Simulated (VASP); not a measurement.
# CdSe in VASP: a series of runs

The runs below take CdSe through electric field gradients, with PBE.

Everything below comes from runs of VASP 6.6.1. Logs are shortened: lines on timing, memory, paths and dates and some standing lists are left out, and cuts for length are marked.

## 1. The cell of the first run

It takes space group R3m (No. 160, trigonal). Conventional cell: a = 4.277 Å, b = 4.277 Å, c = 10.955 Å, α = 90.00°, β = 90.00°, γ = 120.00°. Within 3.5 Å of Cd (site symmetry 3m) lie 4 Se at 2.63 to 2.74 Å. Within 3.5 Å of Se (site symmetry 3m) lie 4 Cd at 2.63 to 2.74 Å.

## 2. Electric field gradients, PBE (equal xy, yz and zx shear strains of +3 %)

INCAR

```
SYSTEM = CdSe
ALGO = Normal
EDIFF = 1E-8
ENCUT = 520
GGA = PE
ISIF = 2
ISMEAR = -1
LASPH = .True.
LCHARG = .False.
LEFG = .True.
LREAL = .False.
LWAVE = .False.
NBANDS = 16
NELM = 60
PREC = Accurate
SIGMA = 0.03
```

KPOINTS

```
k-points
0
Gamma
  8 8 8
  0 0 0
```

POSCAR

```
CdSe
1.0
    0.0921081360      3.1163252666      3.1163252666
    3.1163252666      0.0921081360      3.1163252666
    3.1163252666      3.1163252666      0.0921081360
Cd Se
1 1
Direct
    0.0000000000      0.0000000000      0.0000000000
    0.2500000000      0.2500000000      0.2500000000
```

Potentials or basis: VASP PAW PBE potentials, release 64 (Cd, Se).

The run is started by

```sh
> cat potpaw_PBE.64/Cd/POTCAR potpaw_PBE.64/Se/POTCAR > POTCAR
> mpirun -np 1 vasp_std > vasp.out
```

OUTCAR:

```text
SYSTEM = CdSe
   EDIFF = 1E-8
   ENCUT = 520
   GGA = PE
   ISIF = 2
   ISMEAR = -1
   LASPH = .True.
   LREAL = .False.
   NELM = 60
   PREC = Accurate

 ion  position               nearest neighbor table
   1  0.000  0.000  0.000-   2 2.63   2 2.63   2 2.63   2 2.74
   2  0.250  0.250  0.250-   1 2.63   1 2.63   1 2.63   1 2.74

  LATTYP: Found a trigonal (rhomboedric) cell.
 ALAT       =     4.4081118683
 COS(alpha) =     0.5293254421

  Lattice vectors:

 A1 = (   0.0921081360,   3.1163252666,   3.1163252666)
 A2 = (   3.1163252666,   0.0921081360,   3.1163252666)
 A3 = (   3.1163252666,   3.1163252666,   0.0921081360)

Analysis of symmetry for initial positions (statically):
=====================================================================
 Subroutine PRICEL returns:
 Original cell was already a primitive cell.

 Routine SETGRP: Setting up the symmetry group for a
 trigonal (rhombohedral) supercell.

 Subroutine GETGRP returns: Found  6 space group operations
 (whereof  6 operations were pure point group operations)
 out of a pool of 12 trial point group operations.

The static configuration has the point symmetry C_3v.

Analysis of symmetry for dynamics (positions and initial velocities):
=====================================================================
 Subroutine PRICEL returns:
 Original cell was already a primitive cell.

 Routine SETGRP: Setting up the symmetry group for a
 trigonal (rhombohedral) supercell.

 Subroutine GETGRP returns: Found  6 space group operations
 (whereof  6 operations were pure point group operations)
 out of a pool of 12 trial point group operations.

The dynamic configuration has the point symmetry C_3v.

 Subroutine INISYM returns: Found  6 space group operations
 (whereof  6 operations are pure point group operations),
 and found     1 'primitive' translations

----------------------------------------------------------------------------------------

                                     Primitive cell

  volume of cell :      57.8455

  direct lattice vectors                    reciprocal lattice vectors
     0.092108136  3.116325267  3.116325267    -0.167739792  0.162924296  0.162924296
     3.116325267  0.092108136  3.116325267     0.162924296 -0.167739792  0.162924296
     3.116325267  3.116325267  0.092108136     0.162924296  0.162924296 -0.167739792

  length of vectors
     4.408111868  4.408111868  4.408111868     0.285000509  0.285000509  0.285000509

  position of ions in fractional coordinates (direct lattice)
     0.000000000  0.000000000  0.000000000
     0.250000000  0.250000000  0.250000000

  ion indices of the primitive-cell ions
   primitive index   ion index
                 1           1
                 2           2

----------------------------------------------------------------------------------------

 KPOINTS: k-points

Automatic generation of k-mesh.
 Grid dimensions read from file:
 generate k-points for:    8    8    8

 Generating k-lattice:

  Cartesian coordinates                     Fractional coordinates (reciprocal lattice)
    -0.020967474  0.020365537  0.020365537     0.125000000  0.000000000  0.000000000
     0.020365537 -0.020967474  0.020365537     0.000000000  0.125000000  0.000000000
     0.020365537  0.020365537 -0.020967474     0.000000000  0.000000000  0.125000000

  Length of vectors
     0.035625064  0.035625064  0.035625064

  Shift w.r.t. Gamma in fractional coordinates (k-lattice)
     0.000000000  0.000000000  0.000000000

 Subroutine IBZKPT returns following result:
 ===========================================

 Found     65 irreducible k-points:

 Following reciprocal coordinates:
            Coordinates               Weight
  0.000000  0.000000  0.000000      1.000000
  0.125000  0.000000 -0.000000      6.000000
  0.250000  0.000000 -0.000000      6.000000
  0.375000  0.000000 -0.000000      6.000000
  0.500000  0.000000 -0.000000      3.000000
  0.125000  0.125000  0.000000      6.000000
[... 16 lines left out ...]
  0.250000  0.125000  0.125000      6.000000
  0.375000  0.125000  0.125000      6.000000
 [... further k-points ...]
   k-points           NKPTS =     65   k-points in BZ     NKDIM =     65   number of bands    NBANDS=     16
   number of dos      NEDOS =    301   number of ions     NIONS =      2
   total plane-waves  NPLWV =  46656
   dimension x,y,z NGX =    36 NGY =   36 NGZ =   36
   dimension x,y,z NGXF=    72 NGYF=   72 NGZF=   72
   ions per type =               1   1
   NGX,Y,Z   is equivalent  to a cutoff of  13.58, 13.58, 13.58 a.u.
   NGXF,Y,Z  is equivalent  to a cutoff of  27.15, 27.15, 27.15 a.u.
 SYSTEM =  CdSe
   PREC   = accura    normal or accurate (medium, high low for compatibility)
   ISTART =      0    job   : 0-new  1-cont  2-samecut
   ICHARG =      2    charge: 1-file 2-atom 10-const
   ISPIN  =      1    spin polarized calculation?
   LNONCOLLINEAR =      F non collinear calculations
   LSORBIT =      F    spin-orbit coupling
   LASPH  =      T    aspherical Exc in radial PAW
   ENCUT  =  520.0 eV  38.22 Ry    6.18 a.u.   8.20  8.20  8.20*2*pi/ulx,y,z
   NELM   =     60;   NELMIN=  2; NELMDL= -5     # of ELM steps
   EDIFF  = 0.1E-07   stopping-criterion for ELM
   LREAL  =      F    real-space projection
   EDIFFG = 0.1E-06   stopping-criterion for IOM
   NSW    =      0    number of steps for IOM
   IBRION =     -1    ionic relax: 0-MD 1-quasi-New 2-CG
   NFREE  =      0    steps in history (QN), initial steepest desc. (CG)
   ISIF   =      2    stress and relaxation
   ISYM   =      2    0-nonsym 1-usesym 2-fastsym
   POTIM  = 0.5000    time-step for ionic-motion
   TEBEG  =    0.0;   TEEND  =   0.0 temperature during run
   PSTRESS=    0.0 pullay stress
   NELECT =      18.0000    total number of electrons
   NUPDOWN=      -1.0000    fix difference up-down
   EMIN   =  10.00;   EMAX   =-10.00  energy-range for DOS
   EFERMI =   0.00;   METHOD = LEGACY
   ISMEAR =    -1;   SIGMA  =   0.03  broadening in eV -4-tet -1-fermi 0-gaus
   EFERMI_NEDOS =   21; number of points for ismear=-14 and -15
   IALGO  =     38    algorithm
   IMIX   =      4    mixing-type and parameters
     AMIX     =   0.40;   BMIX     =  1.00
     AMIX_MAG =   1.60;   BMIX_MAG =  1.00
  volume/ion in A,a.u.               =      28.92       195.18
  Fermi-wavevector in a.u.,A,eV,Ry     =   1.109368  2.096402 16.744659  1.230698
  Thomas-Fermi vector in A             =   2.245907
   LORBIT       =      0    0 simple, 1 ext, 2 COOP (PROOUT), +10 PAW based schemes
   GGA     = PE    functional components
   LHFCALC =     F    Hartree Fock is set to
   AEXX    =    0.0000 exact exchange contribution
   IVDW    =     0    specifies the selected vdW correction
   LEPSILON=     F    determine dielectric tensor
   LRPA    =     F    only Hartree local field effects (RPA)
 non-spin polarized calculation
  energy-cutoff  :      520.00
  volume of cell :       57.85
 maximum number of plane-waves:      1573
 NGX is ok and might be reduce to    36
   NGX = 17   NGY = 17   NGZ = 17

 number of electron      18.0000000 magnetization

 Free energy of the ion-electron system (eV)
  ---------------------------------------------------
  ext. energy  EPLUGINS =         0.00000000
  ---------------------------------------------------
  free energy    TOTEN  =        -5.47027127 eV

  energy without entropy =       -5.47027064  energy(sigma->0) =       -5.47027095

 E-fermi :   1.0422     XC(G=0):  -8.7584

 val. band max:        0.7721765687   @ k =   0.0000   0.0000   0.0000
 cond. band min:       1.2881186940   @ k =   0.0000   0.0000   0.0000
 fundamental gap:      0.5159421252
 Fermi energy:         1.0422437414

 k-point     1 :       0.0000    0.0000    0.0000
  band No.  band energies     occupation
      1     -11.7222      2.00000
      2      -7.1386      2.00000
      3      -7.1386      2.00000
      4      -7.0973      2.00000
      5      -6.7784      2.00000
      6      -6.7784      2.00000
[... 8 lines left out ...]
     15      11.7749      0.00000
     16      11.7749      0.00000

 k-point     2 :       0.1250    0.0000   -0.0000
  band No.  band energies     occupation
      1     -11.6700      2.00000
      2      -7.1205      2.00000
      3      -7.1003      2.00000
      4      -7.0725      2.00000
      5      -6.7801      2.00000
      6      -6.7790      2.00000
[... 8 lines left out ...]
     15      11.0762      0.00000
     16      11.2123      0.00000
[... 387 lines left out ...]
      5      -6.7858      2.00000
      6      -6.7691      2.00000
[... 8 lines left out ...]
     15      10.8994      0.00000
     16      12.0834      0.00000

 k-point    24 :       0.3750    0.1250    0.1250
  band No.  band energies     occupation
      1     -11.4765      2.00000
      2      -7.0639      2.00000
      3      -7.0340      2.00000
      4      -6.8352      2.00000
      5      -6.7841      2.00000
      6      -6.7404      2.00000
[... 8 lines left out ...]
     15      11.1626      0.00000
     16      12.1197      0.00000

 [... further k-points ...]
[... 5 lines left out ...]
  --------------------------------------------------------------------------------------
  -------------------------------------------------------------------------------------
  Total        0.6389450      0.6389450      0.6389450     -0.4325429     -0.4325429     -0.4325429
  in kB       17.6971842     17.6971842     17.6971842    -11.9803612    -11.9803612    -11.9803612
  external PRESSURE =      17.6971842 kB  Pullay stress =       0.0000000 kB

 VOLUME and BASIS-vectors are now :
 -----------------------------------------------------------------------------
  energy-cutoff  :      520.00
  volume of cell :       57.85
      direct lattice vectors                 reciprocal lattice vectors
     0.092108136  3.116325267  3.116325267    -0.167739792  0.162924296  0.162924296
     3.116325267  0.092108136  3.116325267     0.162924296 -0.167739792  0.162924296
     3.116325267  3.116325267  0.092108136     0.162924296  0.162924296 -0.167739792

 POSITION                                       TOTAL-FORCE (eV/Angst)
 -----------------------------------------------------------------------------------
      0.00000      0.00000      0.00000         0.154821      0.154821      0.154821
      1.58119      1.58119      1.58119        -0.154821     -0.154821     -0.154821
 -----------------------------------------------------------------------------------
    total drift:                               -0.000067     -0.000067     -0.000067

  FREE ENERGIE OF THE ION-ELECTRON SYSTEM (eV)
  ---------------------------------------------------
  free  energy   TOTEN  =        -5.4702712704 eV

  energy  without entropy=       -5.4702706364  energy(sigma->0) =       -5.47027095

 Electric field gradients (V/A^2)
---------------------------------------------------------------------
 ion       V_xx      V_yy      V_zz      V_xy      V_xz      V_yz
---------------------------------------------------------------------
   1      -0.000    -0.000    -0.000    15.562    15.562    15.562
   2       0.000     0.000    -0.000     6.848     6.848     6.848
---------------------------------------------------------------------

 Electric field gradients after diagonalization (V/A^2)
 (convention: |V_zz| > |V_xx| > |V_yy|)
----------------------------------------------------------------------
 ion       V_xx      V_yy      V_zz     asymmetry (V_yy - V_xx)/ V_zz
----------------------------------------------------------------------
   1     -15.562   -15.562    31.124       0.000
   2      -6.848    -6.848    13.695       0.000
----------------------------------------------------------------------

           NMR quadrupolar parameters

 Cq : quadrupolar parameter    Cq=e*Q*V_zz/h
 eta: asymmetry parameters     (V_yy - V_xx)/ V_zz
 Q  : nuclear electric quadrupole moment in mb (millibarn)
----------------------------------------------------------------------
 ion       Cq(MHz)       eta       Q (mb)
----------------------------------------------------------------------
   1       0.075       0.000       1.000
   2       0.033       0.000       1.000
----------------------------------------------------------------------
```

Wall time 55 s (1 thread of Intel Xeon Platinum 8488C (Sapphire Rapids), shared host); peak memory 0.23 GiB.

Results:

| Item | Value |
| --- | --- |
| Free energy | -5.4703 eV |
| Pressure | 1.8 GPa |
| Largest force | 0.268 eV/Å |
| Band gap on the k mesh | 0.52 eV, direct |

Forces in eV/Å, atoms in the order of the input:
```
Cd   0.155  0.155  0.155
Se  -0.155 -0.155 -0.155
```

Stress tensor (GPa, compression positive):
```
 1.77 -1.20 -1.20
-1.20  1.77 -1.20
-1.20 -1.20  1.77
```

Levels at points of the mesh, in eV from the valence-band top:
| k point | band 5 | band 6 | band 7 | band 8 | band 9 | band 10 | band 11 | band 12 | band 13 | band 14 |
| --- | --- | --- | --- | --- | --- | --- | --- | --- | --- | --- |
| (0.00, 0.00, 0.00) | -7.55 | -7.55 | -0.17 | 0.00 | 0.00 | 0.52 | 5.56 | 6.07 | 6.07 | 9.64 |
| (0.50, 0.00, 0.00) | -7.52 | -7.26 | -4.28 | -0.82 | -0.78 | 2.25 | 6.17 | 6.51 | 7.35 | 9.90 |
| (0.50, 0.50, 0.00) | -7.50 | -7.21 | -4.01 | -1.90 | -1.70 | 3.11 | 3.72 | 8.84 | 10.04 | 10.05 |
| (0.50, 0.50, 0.50) | -7.53 | -7.31 | -4.25 | -0.62 | -0.62 | 2.48 | 6.56 | 6.56 | 7.09 | 10.04 |

Electric field gradients, principal values (V/Å²):
| atom | least | middle | greatest (by size) |
| --- | --- | --- | --- |
| 1 Cd | -15.562 | -15.562 | 31.124 |
| 2 Se | -6.848 | -6.848 | 13.695 |

Caveat: the cell differs from its parent crystal (equal xy, yz and zx shear strains of +3 %); without QUAD_EFG the Cq values of the log hold for a quadrupole moment of 1 mb, not for the nuclei.

(Continued in part 2 of 2.)
